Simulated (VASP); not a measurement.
# GaP (I-4m2) in VASP: further runs, part 2 of 2

VASP 6.6.1. Earlier steps stand in the parts before.

### 3 Electric field gradients, PBE (z stretched by -4 % at fixed volume)

The input, INCAR:

```
SYSTEM = GaP
  PREC = Accurate
  ENCUT = 520
  EDIFF = 1E-8
  ISMEAR = -1
  SIGMA = 0.05
  LREAL = .False.
  LASPH = .True.
  NELM = 100
  ALGO = Normal
  ISIF = 2
  LWAVE = .False.
  LCHARG = .False.
  GGA = PE
  LEFG = .True.
  NBANDS = 16
```

The input, KPOINTS:

```
Automatic mesh
0
Gamma
  10 10 10
  0 0 0
```

The input, POSCAR:

```
GaP
1.0
    0.0000000000      2.7814466341      2.6162400000
    2.7814466341      0.0000000000      2.6162400000
    2.7814466341      2.7814466341      0.0000000000
Ga P
1 1
Direct
    0.0000000000      0.0000000000      0.0000000000
    0.7500000000      0.7500000000      0.7500000000
```

Potentials or basis: VASP PAW PBE potentials, release 64 (Ga_d, P).

On the command line:

```sh
$ cat potpaw_PBE.64/Ga_d/POTCAR potpaw_PBE.64/P/POTCAR > POTCAR
$ mpirun -np 1 vasp_std > vasp.out
```

OUTCAR:

```text
SYSTEM = GaP
   PREC = Accurate
   ENCUT = 520
   EDIFF = 1E-8
   ISMEAR = -1
   LREAL = .False.
   LASPH = .True.
   NELM = 100
   ISIF = 2
   GGA = PE

 ion  position               nearest neighbor table
   1  0.000  0.000  0.000-   2 2.36   2 2.36   2 2.36   2 2.36
   2  0.750  0.750  0.750-   1 2.36   1 2.36   1 2.36   1 2.36

  LATTYP: Found a body centered tetragonal cell.
 ALAT       =     3.9335595530
 C/A-ratio  =     1.3302150201

  Lattice vectors:

 A1 = (   0.0000000000,  -2.7814466341,  -2.6162400000)
 A2 = (   0.0000000000,   2.7814466341,  -2.6162400000)
 A3 = (   2.7814466341,   0.0000000000,   2.6162400000)

Analysis of symmetry for initial positions (statically):
=====================================================================
 Subroutine PRICEL returns:
 Original cell was already a primitive cell.

 Routine SETGRP: Setting up the symmetry group for a
 body centered tetragonal supercell.

 Subroutine GETGRP returns: Found  8 space group operations
 (whereof  8 operations were pure point group operations)
 out of a pool of 16 trial point group operations.

The static configuration has the point symmetry D_2d.

Analysis of symmetry for dynamics (positions and initial velocities):
=====================================================================
 Subroutine PRICEL returns:
 Original cell was already a primitive cell.

 Routine SETGRP: Setting up the symmetry group for a
 body centered tetragonal supercell.

 Subroutine GETGRP returns: Found  8 space group operations
 (whereof  8 operations were pure point group operations)
 out of a pool of 16 trial point group operations.

The dynamic configuration has the point symmetry D_2d.
[... 150 lines left out ...]
 fundamental gap:      1.0344806347
 Fermi energy:         5.3589135259

 k-point     1 :       0.0000    0.0000    0.0000
  band No.  band energies     occupation
      1      -9.9067      2.00000
      2      -9.9067      2.00000
      3      -9.8887      2.00000
      4      -9.8083      2.00000
      5      -9.7973      2.00000
      6      -7.8319      2.00000
[... 433 lines left out ...]
      3      -9.8547      2.00000
      4      -9.8375      2.00000
      5      -9.7766      2.00000
      6      -5.7348      2.00000
[... 8 lines left out ...]
     15      16.2702      0.00000
     16      18.6367      0.00000

 [... further k-points ...]
[... 5 lines left out ...]
  --------------------------------------------------------------------------------------
  -------------------------------------------------------------------------------------
  Total        0.2691278      0.2691278      1.2767926      0.0000000      0.0000000      0.0000000
  in kB       10.6517290     10.6517290     50.5337921      0.0000000      0.0000000      0.0000000
  external PRESSURE =      23.9457500 kB  Pullay stress =       0.0000000 kB

 VOLUME and BASIS-vectors are now :
 -----------------------------------------------------------------------------
  energy-cutoff  :      520.00
  volume of cell :       40.48
      direct lattice vectors                 reciprocal lattice vectors
     0.000000000  2.781446634  2.616240000    -0.179762572  0.179762572  0.191113965
     2.781446634  0.000000000  2.616240000     0.179762572 -0.179762572  0.191113965
     2.781446634  2.781446634  0.000000000     0.179762572  0.179762572 -0.191113965

 POSITION                                       TOTAL-FORCE (eV/Angst)
 -----------------------------------------------------------------------------------
      0.00000      0.00000      0.00000        -0.000000     -0.000000     -0.000000
      4.17217      4.17217      3.92436         0.000000      0.000000      0.000000
 -----------------------------------------------------------------------------------
    total drift:                               -0.000003     -0.000003     -0.000014

  FREE ENERGIE OF THE ION-ELECTRON SYSTEM (eV)
  ---------------------------------------------------
  free  energy   TOTEN  =        -9.0967057726 eV

  energy  without entropy=       -9.0967056566  energy(sigma->0) =       -9.09670571

 Electric field gradients (V/A^2)
---------------------------------------------------------------------
 ion       V_xx      V_yy      V_zz      V_xy      V_xz      V_yz
---------------------------------------------------------------------
   1      -5.533    -5.533    11.067    -0.004     0.002     0.002
   2       3.316     3.316    -6.632    -0.000     0.000     0.000
---------------------------------------------------------------------

 Electric field gradients after diagonalization (V/A^2)
 (convention: |V_zz| > |V_xx| > |V_yy|)
----------------------------------------------------------------------
 ion       V_xx      V_yy      V_zz     asymmetry (V_yy - V_xx)/ V_zz
----------------------------------------------------------------------
   1      -5.538    -5.529    11.067       0.001
   2       3.316     3.316    -6.632       0.000
----------------------------------------------------------------------

           NMR quadrupolar parameters

 Cq : quadrupolar parameter    Cq=e*Q*V_zz/h
 eta: asymmetry parameters     (V_yy - V_xx)/ V_zz
 Q  : nuclear electric quadrupole moment in mb (millibarn)
----------------------------------------------------------------------
 ion       Cq(MHz)       eta       Q (mb)
----------------------------------------------------------------------
   1       0.027       0.001       1.000
   2      -0.016       0.000       1.000
----------------------------------------------------------------------
```

OSZICAR:

```text
N       E                     dE             d eps       ncg     rms          rms(c)
DAV:   1     0.798703729224E+02    0.79870E+02   -0.89991E+03  3416   0.162E+03
DAV:   2    -0.315883460449E+01   -0.83029E+02   -0.78926E+02  3816   0.309E+02
DAV:   3    -0.926883298678E+01   -0.61100E+01   -0.60909E+01  4056   0.650E+01
DAV:   4    -0.936508888062E+01   -0.96256E-01   -0.96237E-01  4184   0.880E+00
DAV:   5    -0.936693021138E+01   -0.18413E-02   -0.18413E-02  4192   0.107E+00    0.424E+00
DAV:   6    -0.912308524297E+01    0.24384E+00   -0.38123E-01  5112   0.105E+01    0.280E+00
DAV:   7    -0.909597332409E+01    0.27112E-01   -0.95411E-02  4272   0.208E+00    0.112E+00
DAV:   8    -0.909617906653E+01   -0.20574E-03   -0.13179E-02  3912   0.138E+00    0.197E-01
DAV:   9    -0.909656925169E+01   -0.39019E-03   -0.12886E-03  4216   0.489E-01    0.790E-02
DAV:  10    -0.909663764036E+01   -0.68389E-04   -0.10965E-04  5160   0.115E-01    0.380E-02
DAV:  11    -0.909670577600E+01   -0.68136E-04   -0.92319E-05  3936   0.788E-02    0.495E-03
DAV:  12    -0.909670545838E+01    0.31762E-06   -0.25789E-06  4080   0.206E-02    0.317E-03
DAV:  13    -0.909670574285E+01   -0.28446E-06   -0.80349E-07  4360   0.742E-03    0.194E-03
DAV:  14    -0.909670576812E+01   -0.25274E-07   -0.27040E-08  4104   0.120E-03    0.159E-03
DAV:  15    -0.909670577264E+01   -0.45184E-08   -0.22569E-09  3504   0.358E-04
   1 F= -.90967058E+01 E0= -.90967057E+01  d E =-.116023E-06
```

Wall time 55 s (1 thread of Intel Xeon Platinum 8375C at 2.90GHz (Ice Lake), shared host); peak memory 0.2 GiB.

Results:

```yaml
Free_energy: -9.0967 eV
Pressure: 2.4 GPa
Band_gap_on_the_k_mesh: 1.03 eV, indirect (least direct gap 1.59 eV)
```

Stress tensor (GPa, compression positive):
```
1.07 0.00 0.00
0.00 1.07 0.00
0.00 0.00 5.05
```

Electric field gradients, principal values (V/Å²):
| atom | least | middle | greatest (by size) |
| --- | --- | --- | --- |
| 1 Ga | -5.529 | -5.538 | 11.067 |
| 2 P | 3.316 | 3.316 | -6.632 |

Caveat: without QUAD_EFG the Cq values of the log hold for a quadrupole moment of 1 mb, not for the nuclei.
